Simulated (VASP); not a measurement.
# LiH (Imm2) in VASP: notebook

The runs below take LiH through single point, with PBE.

Program: VASP 6.6.1. These are calculated values, not measurements. Logs are shortened: lines on timing, memory, paths and dates and some standing lists are left out, and cuts for length are marked.

**1. The cell of the first run**

It takes space group Imm2 (No. 44, orthorhombic). Conventional cell: a = 2.874 Å, b = 4.065 Å, c = 2.874 Å, α = 90.00°, β = 90.00°, γ = 90.00°. Li (site symmetry mm2) has 6 H at 1.90 to 2.18 Å within 2.5 Å. Within 2.5 Å of H (site symmetry mm2) lie 6 Li at 1.90 to 2.18 Å.

**2. Single point, PBE**

The input, INCAR:

```
SYSTEM = LiH
  PREC = Accurate
  ENCUT = 520
  EDIFF = 1E-7
  ISMEAR = 0
  SIGMA = 0.05
  LREAL = .FALSE.
  LASPH = .TRUE.
  NELM = 80
  ALGO = Normal
  ISIF = 2
  LWAVE = .FALSE.
  LCHARG = .FALSE.
  GGA = PE
  NBANDS = 9
```

The input, KPOINTS:

```
Automatic mesh
0
G
  10 10 10
  0 0 0
```

The input, POSCAR:

```
LiH
1.0
    0.0000000000      2.0325000000      2.0325000000
    2.0325000000      0.0000000000      2.0325000000
    2.0325000000      2.0325000000      0.0000000000
Li H
1 1
Direct
    0.0695800031      0.0000000000      0.0000000000
    0.5000000000      0.5000000000      0.5000000000
```

Potentials or basis: VASP PAW PBE potentials, release 64 (Li_sv, H).

On the command line:

```sh
$ cat potpaw_PBE.64/Li_sv/POTCAR potpaw_PBE.64/H/POTCAR > POTCAR
$ mpirun -np 1 vasp_std > vasp.out
```

OUTCAR:

```text
SYSTEM = LiH
   PREC = Accurate
   ENCUT = 520
   EDIFF = 1E-7
   ISMEAR = 0
   LREAL = .FALSE.
   LASPH = .TRUE.
   NELM = 80
   ISIF = 2
   GGA = PE

 ion  position               nearest neighbor table
   1  0.070  0.000  0.000-
   2  0.500  0.500  0.500-

  LATTYP: Found a face centered cubic cell.
 ALAT       =     4.0650000000

  Lattice vectors:

 A1 = (   0.0000000000,   2.0325000000,   2.0325000000)
 A2 = (   2.0325000000,   0.0000000000,   2.0325000000)
 A3 = (   2.0325000000,   2.0325000000,   0.0000000000)

Analysis of symmetry for initial positions (statically):
=====================================================================
 Subroutine PRICEL returns:
 Original cell was already a primitive cell.

 Routine SETGRP: Setting up the symmetry group for a
 face centered cubic supercell.

 Subroutine GETGRP returns: Found  4 space group operations
 (whereof  4 operations were pure point group operations)
 out of a pool of 48 trial point group operations.

The static configuration has the point symmetry C_2v.

Analysis of symmetry for dynamics (positions and initial velocities):
=====================================================================
 Subroutine PRICEL returns:
 Original cell was already a primitive cell.

 Routine SETGRP: Setting up the symmetry group for a
 face centered cubic supercell.

 Subroutine GETGRP returns: Found  4 space group operations
 (whereof  4 operations were pure point group operations)
 out of a pool of 48 trial point group operations.

The dynamic configuration has the point symmetry C_2v.

 Subroutine INISYM returns: Found  4 space group operations
 (whereof  4 operations are pure point group operations),
 and found     1 'primitive' translations

----------------------------------------------------------------------------------------

                                     Primitive cell

  volume of cell :      16.7927

  direct lattice vectors                    reciprocal lattice vectors
     0.000000000  2.032500000  2.032500000    -0.246002460  0.246002460  0.246002460
     2.032500000  0.000000000  2.032500000     0.246002460 -0.246002460  0.246002460
     2.032500000  2.032500000  0.000000000     0.246002460  0.246002460 -0.246002460

  length of vectors
     2.874389066  2.874389066  2.874389066     0.426088760  0.426088760  0.426088760

  position of ions in fractional coordinates (direct lattice)
     0.069580003  0.000000000  0.000000000
[... 83 lines left out ...]
   NFREE  =      0    steps in history (QN), initial steepest desc. (CG)
   ISIF   =      2    stress and relaxation
   ISYM   =      2    0-nonsym 1-usesym 2-fastsym
   POTIM  = 0.5000    time-step for ionic-motion
   TEBEG  =    0.0;   TEEND  =   0.0 temperature during run
   PSTRESS=    0.0 pullay stress
   NELECT =       4.0000    total number of electrons
   NUPDOWN=      -1.0000    fix difference up-down
   EMIN   =  10.00;   EMAX   =-10.00  energy-range for DOS
   EFERMI =   0.00;   METHOD = LEGACY
   ISMEAR =     0;   SIGMA  =   0.05  broadening in eV -4-tet -1-fermi 0-gaus
   EFERMI_NEDOS =   21; number of points for ismear=-14 and -15
   IALGO  =     38    algorithm
   IMIX   =      4    mixing-type and parameters
     AMIX     =   0.40;   BMIX     =  1.00
     AMIX_MAG =   1.60;   BMIX_MAG =  1.00
  volume/ion in A,a.u.               =       8.40        56.66
  Fermi-wavevector in a.u.,A,eV,Ry     =   1.014817  1.917726 14.012000  1.029853
  Thomas-Fermi vector in A             =   2.148066
   LORBIT       =      0    0 simple, 1 ext, 2 COOP (PROOUT), +10 PAW based schemes
   GGA     = PE    functional components
   LHFCALC =     F    Hartree Fock is set to
   AEXX    =    0.0000 exact exchange contribution
   IVDW    =     0    specifies the selected vdW correction
   LEPSILON=     F    determine dielectric tensor
   LRPA    =     F    only Hartree local field effects (RPA)
 non-spin polarized calculation
 Gauss-broadening in eV      SIGMA  =   0.05
  energy-cutoff  :      520.00
  volume of cell :       16.79
 maximum number of plane-waves:       465
 NGX is ok and might be reduce to    24
   NGX = 11   NGY = 11   NGZ = 11

 number of electron       4.0000000 magnetization

 Free energy of the ion-electron system (eV)
  ---------------------------------------------------
  ext. energy  EPLUGINS =         0.00000000
  ---------------------------------------------------
  free energy    TOTEN  =        -6.10413977 eV

  energy without entropy =       -6.10413977  energy(sigma->0) =       -6.10413977

 E-fermi :   0.2302     XC(G=0):  -8.3662

 val. band max:       -0.1106214885   @ k =   0.0000   0.5000   0.5000
 cond. band min:       2.9146146652   @ k =   0.0000   0.5000   0.5000
 fundamental gap:      3.0252361536
 Fermi energy:         0.2301927567

 k-point     1 :       0.0000    0.0000    0.0000
  band No.  band energies     occupation
      1     -44.4189      2.00000
      2      -5.3648      2.00000
      3      14.8347      0.00000
      4      17.3123      0.00000
      5      17.4323      0.00000
      6      18.1954      0.00000
      7      21.8604      0.00000
      8      21.8925      0.00000
      9      22.0090      0.00000
[... 265 lines left out ...]
 k-point    24 :       0.1000    0.0000    0.4000
  band No.  band energies     occupation
      1     -44.3837      2.00000
      2      -3.1502      2.00000
      3       6.3419      0.00000
      4      12.3122      0.00000
      5      14.2731      0.00000
      6      16.1881      0.00000
      7      20.7383      0.00000
      8      21.9891      0.00000
      9      23.9855      0.00000

 [... further k-points ...]

------------------------ aborting loop because EDIFF is reached ----------------------------------------

  FORCE on cell =-STRESS in cart. coord.  units (eV):
  Direction    XX          YY          ZZ          XY          YZ          ZX
  --------------------------------------------------------------------------------------
  -------------------------------------------------------------------------------------
  Total       -0.2243015     -0.0624997     -0.0624997      0.0000000     -0.0175417      0.0000000
  in kB      -21.4003629     -5.9630267     -5.9630267      0.0000000     -1.6736335      0.0000000
  external PRESSURE =     -11.1088054 kB  Pullay stress =       0.0000000 kB

 VOLUME and BASIS-vectors are now :
 -----------------------------------------------------------------------------
  energy-cutoff  :      520.00
  volume of cell :       16.79
      direct lattice vectors                 reciprocal lattice vectors
     0.000000000  2.032500000  2.032500000    -0.246002460  0.246002460  0.246002460
     2.032500000  0.000000000  2.032500000     0.246002460 -0.246002460  0.246002460
     2.032500000  2.032500000  0.000000000     0.246002460  0.246002460 -0.246002460

 POSITION                                       TOTAL-FORCE (eV/Angst)
 -----------------------------------------------------------------------------------
      0.00000      0.14142      0.14142         0.000000     -0.143741     -0.143741
      2.03250      2.03250      2.03250         0.000000      0.143741      0.143741
 -----------------------------------------------------------------------------------
    total drift:                               -0.000001      0.000084      0.000084

  FREE ENERGIE OF THE ION-ELECTRON SYSTEM (eV)
  ---------------------------------------------------
  free  energy   TOTEN  =        -6.1041397735 eV

  energy  without entropy=       -6.1041397735  energy(sigma->0) =       -6.10413977
```

stdout:

```text
POSCAR found type information on POSCAR LiH
 POSCAR found :  2 types and       2 ions
 scaLAPACK will be used
 LDA part: xc-table for (Slater+PW92), standard interpolation
 POSCAR, INCAR and KPOINTS ok, starting setup
 FFT: planning ... GRIDC
 FFT: planning ... GRID_SOFT
 FFT: planning ... GRID
 WAVECAR not read
 entering main loop
```

Wall time 26 s (1 thread of Intel Xeon 8259CL, shared host); peak memory 0.15 GiB.

What came out:

```yaml
Free_energy: -6.1041 eV
Largest_force: 0.203 eV/Å
Band_gap_on_the_k_mesh: 3.03 eV
```

Forces on the atoms (eV/Å):
```
Li   0.000 -0.144 -0.144
H    0.000  0.144  0.144
```

Caveat: the cell differs from its parent crystal (all Li atoms moved -0.200 Å, as atom 1 towards its neighbour atom 1 (Li) at 2.874 Å); the cutoff is under 1.25 times the usual one of these potentials, so pressure, stress and relaxed cells hold a basis-set (Pulay) error.

**3. Single point, PBE**

The input, INCAR:

```
SYSTEM = LiH
PREC = Accurate
ENCUT = 520
EDIFF = 1E-6
ISMEAR = 0
SIGMA = 0.05
LREAL = .False.
LASPH = .True.
NELM = 60
ALGO = Normal
ISIF = 2
LWAVE = .False.
LCHARG = .True.
GGA = PE
LELF = .True.
LVHAR = .True.
NBANDS = 9
```

The input, KPOINTS:

```
regular mesh
0
Gamma
  10 10 10
  0 0 0
```

Edit POSCAR of step 2 so:

```diff
@@ -8,3 +8,3 @@
 Direct
-    0.0695800031      0.0000000000      0.0000000000
+   -0.0521850023      0.0000000000      0.0000000000
     0.5000000000      0.5000000000      0.5000000000
```

Potentials or basis: VASP PAW PBE potentials, release 64 (Li_sv, H).

On the command line:

```sh
$ cat potpaw_PBE.64/Li_sv/POTCAR potpaw_PBE.64/H/POTCAR > POTCAR
$ mpirun -np 1 vasp_std > vasp.out
```

Run time: 24 s. Hardware: 1 thread of Intel Xeon 8259CL, shared host; peak memory 0.15 GiB.

Results (log left out):

- Free energy: -6.1129 eV
- Largest force: 0.148 eV/Å
- Band gap on the k mesh: 3.02 eV

Forces in eV/Å, atoms in the order of the input:
```
Li   0.000  0.105  0.105
H    0.000 -0.105 -0.105
```

Levels at points of the mesh, in eV from the valence-band top:
| k point | band 1 | band 2 | band 3 | band 4 | band 5 | band 6 |
| --- | --- | --- | --- | --- | --- | --- |
| (0.00, 0.00, 0.00) | -44.32 | -5.26 | 15.16 | 17.44 | 17.51 | 17.99 |
| (0.50, 0.00, 0.00) | -44.28 | -2.48 | 4.75 | 13.40 | 16.06 | 16.13 |
| (0.00, 0.50, 0.00) | -44.28 | -2.52 | 4.84 | 13.32 | 16.07 | 16.08 |
| (0.50, 0.50, 0.00) | -44.27 | -0.07 | 3.12 | 10.58 | 10.64 | 13.71 |
| (0.00, 0.50, 0.50) | -44.27 | 0.00 | 3.02 | 10.59 | 10.61 | 13.69 |

Caveat: the cell differs from its parent crystal (all Li atoms moved +0.150 Å, as atom 1 towards its neighbour atom 1 (Li) at 2.874 Å); the cutoff is under 1.25 times the usual one of these potentials, so pressure, stress and relaxed cells hold a basis-set (Pulay) error. A k mesh can miss the band edges.

**4. Single point, PBE**

The input, INCAR:

```
PREC = Accurate
ENCUT = 520
EDIFF = 1E-6
ISMEAR = 0
SIGMA = 0.05
LREAL = False
LASPH = True
NELM = 80
ALGO = Normal
ISIF = 2
LWAVE = False
LCHARG = False
GGA = PE
NBANDS = 9
```

The input, KPOINTS:

```
Automatic mesh
0
Gamma
  10 10 10
```

Edit POSCAR of step 3 so:

```diff
@@ -8,3 +8,3 @@
 Direct
-   -0.0521850023      0.0000000000      0.0000000000
+   -0.0608825027      0.0000000000      0.0000000000
     0.5000000000      0.5000000000      0.5000000000
```

Potentials or basis: VASP PAW PBE potentials, release 64 (Li_sv, H).

On the command line:

```sh
$ cat potpaw_PBE.64/Li_sv/POTCAR potpaw_PBE.64/H/POTCAR > POTCAR
$ mpirun -np 1 vasp_std > vasp.out
```

OUTCAR:

```text
PREC = Accurate
   ENCUT = 520
   EDIFF = 1E-6
   ISMEAR = 0
   LREAL = False
   LASPH = True
   NELM = 80
   ISIF = 2
   GGA = PE

 ion  position               nearest neighbor table
   1  0.939  0.000  0.000-
   2  0.500  0.500  0.500-

  LATTYP: Found a face centered cubic cell.
 ALAT       =     4.0650000000

  Lattice vectors:

 A1 = (   0.0000000000,   2.0325000000,   2.0325000000)
 A2 = (   2.0325000000,   0.0000000000,   2.0325000000)
 A3 = (   2.0325000000,   2.0325000000,   0.0000000000)

Analysis of symmetry for initial positions (statically):
=====================================================================
 Subroutine PRICEL returns:
 Original cell was already a primitive cell.

 Routine SETGRP: Setting up the symmetry group for a
 face centered cubic supercell.

 Subroutine GETGRP returns: Found  4 space group operations
 (whereof  4 operations were pure point group operations)
 out of a pool of 48 trial point group operations.

The static configuration has the point symmetry C_2v.

Analysis of symmetry for dynamics (positions and initial velocities):
=====================================================================
 Subroutine PRICEL returns:
 Original cell was already a primitive cell.

 Routine SETGRP: Setting up the symmetry group for a
 face centered cubic supercell.

 Subroutine GETGRP returns: Found  4 space group operations
 (whereof  4 operations were pure point group operations)
 out of a pool of 48 trial point group operations.

The dynamic configuration has the point symmetry C_2v.

 Subroutine INISYM returns: Found  4 space group operations
 (whereof  4 operations are pure point group operations),
 and found     1 'primitive' translations

----------------------------------------------------------------------------------------

                                     Primitive cell
[... 114 lines left out ...]
  Thomas-Fermi vector in A             =   2.148066
   LORBIT       =      0    0 simple, 1 ext, 2 COOP (PROOUT), +10 PAW based schemes
   GGA     = PE    functional components
   LHFCALC =     F    Hartree Fock is set to
   AEXX    =    0.0000 exact exchange contribution
   IVDW    =     0    specifies the selected vdW correction
   LEPSILON=     F    determine dielectric tensor
   LRPA    =     F    only Hartree local field effects (RPA)
 non-spin polarized calculation
 Gauss-broadening in eV      SIGMA  =   0.05
  energy-cutoff  :      520.00
  volume of cell :       16.79
 maximum number of plane-waves:       465
 NGX is ok and might be reduce to    24
   NGX = 11   NGY = 11   NGZ = 11

 number of electron       3.9999998 magnetization

 Free energy of the ion-electron system (eV)
  ---------------------------------------------------
  ext. energy  EPLUGINS =         0.00000000
  ---------------------------------------------------
  free energy    TOTEN  =        -6.10886693 eV

  energy without entropy =       -6.10886693  energy(sigma->0) =       -6.10886693

 E-fermi :   0.2130     XC(G=0):  -8.3688

 val. band max:       -0.1084572047   @ k =   0.0000   0.5000   0.5000
 cond. band min:       2.9130040875   @ k =   0.0000   0.5000   0.5000
 fundamental gap:      3.0214612921
 Fermi energy:         0.2130345528

 k-point     1 :       0.0000    0.0000    0.0000
  band No.  band energies     occupation
      1     -44.4224      2.00000
      2      -5.3672      2.00000
      3      14.9475      0.00000
      4      17.3250      0.00000
      5      17.4172      0.00000
      6      18.0344      0.00000
      7      21.8929      0.00000
      8      21.9182      0.00000
      9      22.0083      0.00000
[... 265 lines left out ...]
 k-point    24 :       0.1000    0.0000    0.4000
  band No.  band energies     occupation
      1     -44.3873      2.00000
      2      -3.1462      2.00000
      3       6.3408      0.00000
      4      12.3174      0.00000
      5      14.2535      0.00000
      6      16.1993      0.00000
      7      20.7418      0.00000
      8      21.9466      0.00000
      9      23.9889      0.00000

 [... further k-points ...]

------------------------ aborting loop because EDIFF is reached ----------------------------------------

  FORCE on cell =-STRESS in cart. coord.  units (eV):
  Direction    XX          YY          ZZ          XY          YZ          ZX
  --------------------------------------------------------------------------------------
  -------------------------------------------------------------------------------------
  Total       -0.2135393     -0.0891042     -0.0891042      0.0000000     -0.0126226      0.0000000
  in kB      -20.3735467     -8.5013361     -8.5013361      0.0000000     -1.2043045      0.0000000
  external PRESSURE =     -12.4587396 kB  Pullay stress =       0.0000000 kB

 VOLUME and BASIS-vectors are now :
 -----------------------------------------------------------------------------
  energy-cutoff  :      520.00
  volume of cell :       16.79
      direct lattice vectors                 reciprocal lattice vectors
     0.000000000  2.032500000  2.032500000    -0.246002460  0.246002460  0.246002460
     2.032500000  0.000000000  2.032500000     0.246002460 -0.246002460  0.246002460
     2.032500000  2.032500000  0.000000000     0.246002460  0.246002460 -0.246002460

 POSITION                                       TOTAL-FORCE (eV/Angst)
 -----------------------------------------------------------------------------------
      0.00000      1.90876      1.90876         0.000000      0.123890      0.123890
      2.03250      2.03250      2.03250         0.000000     -0.123890     -0.123890
 -----------------------------------------------------------------------------------
    total drift:                               -0.000002      0.000132      0.000132

  FREE ENERGIE OF THE ION-ELECTRON SYSTEM (eV)
  ---------------------------------------------------
  free  energy   TOTEN  =        -6.1088669290 eV

  energy  without entropy=       -6.1088669290  energy(sigma->0) =       -6.10886693
```

stdout:

```text
POSCAR found type information on POSCAR LiH
 POSCAR found :  2 types and       2 ions
 scaLAPACK will be used
 LDA part: xc-table for (Slater+PW92), standard interpolation
 POSCAR, INCAR and KPOINTS ok, starting setup
 FFT: planning ... GRIDC
 FFT: planning ... GRID_SOFT
 FFT: planning ... GRID
 WAVECAR not read
 entering main loop
```

It took 27 s on 1 thread of Intel Xeon 8259CL, shared host; peak memory 0.15 GiB.

What came out:

- Free energy: -6.1089 eV
- Largest force: 0.175 eV/Å
- Band gap on the k mesh: 3.02 eV

Forces on the atoms (eV/Å):
```
Li   0.000  0.124  0.124
H    0.000 -0.124 -0.124
```

Levels at points of the mesh, in eV from the valence-band top:
| k point | band 1 | band 2 | band 3 | band 4 | band 5 | band 6 | band 7 |
| --- | --- | --- | --- | --- | --- | --- | --- |
| (0.00, 0.00, 0.00) | -44.31 | -5.26 | 15.06 | 17.43 | 17.53 | 18.14 | 22.00 |
| (0.50, 0.00, 0.00) | -44.27 | -2.47 | 4.72 | 13.43 | 16.04 | 16.14 | 18.69 |
| (0.00, 0.50, 0.00) | -44.27 | -2.52 | 4.84 | 13.33 | 16.06 | 16.07 | 18.78 |
| (0.50, 0.50, 0.00) | -44.26 | -0.10 | 3.16 | 10.57 | 10.64 | 13.71 | 16.74 |
| (0.00, 0.50, 0.50) | -44.26 | 0.00 | 3.02 | 10.59 | 10.61 | 13.68 | 16.90 |

Caveat: the cell differs from its parent crystal (all Li atoms moved +0.175 Å, as atom 1 towards its neighbour atom 1 (Li) at 2.874 Å); the cutoff is under 1.25 times the usual one of these potentials, so pressure, stress and relaxed cells hold a basis-set (Pulay) error. A k mesh can miss the band edges.

**5. The runs side by side**

```tsv
cell	gap on the mesh (eV)	largest force (eV/Å)
as given, atomic positions A	3.03	0.20
as given, atomic positions B	3.02	0.15
as given, atomic positions C	3.02	0.18
```

Alike in all rows: task single point; level PBE; potentials or basis VASP PAW PBE potentials, release 64 (Li_sv, H); no spin polarisation; k mesh 10 × 10 × 10; cutoff (eV) 520; smearing gaussian 0.05 eV.

Caveats: the cutoff is under 1.25 times the usual one of these potentials, so pressure, stress and relaxed cells hold a basis-set (Pulay) error.

Total energies depend on the potentials used, so only differences within one code and one set of settings carry meaning.
